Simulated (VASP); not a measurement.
Runs of VASP 6.6.1 on MgSe. The structure is that of space group Fm-3m (No. 225), or close to it. The cells are those of the table. 

| cell | gap on the mesh (eV) | pressure (GPa) |
| --- | --- | --- |
| a = 3.893 Å, angles 58.7°, 2 atoms | 1.65 | -2.7 |
| a = 3.854 Å, angles 60.0°, 2 atoms | (a) | -2.7 |
| a = 3.874 Å, angles 59.3°, 2 atoms | 1.71 | -2.7 |
| a = 3.835 Å, angles 60.7°, 2 atoms | (b) | -2.7 |
| a = 3.816 Å, angles 61.3°, 2 atoms | 1.56 | -2.7 |

Alike in all rows: task single point; level PBEsol+D3(BJ); potentials or basis VASP PAW PBE potentials, release 64 (Mg, Se); no spin polarisation; k mesh 6 × 6 × 6; cutoff (eV) 600; smearing fermi-dirac 0.02 eV.

Q: Estimate the missing entries.

A: (a) 1.76; (b) 1.66.

Caveats: the PAW data sets were made with another functional, which shifts forces and pressure a little.

A k mesh can miss the band edges, and the runs leave out spin-orbit coupling on Se.
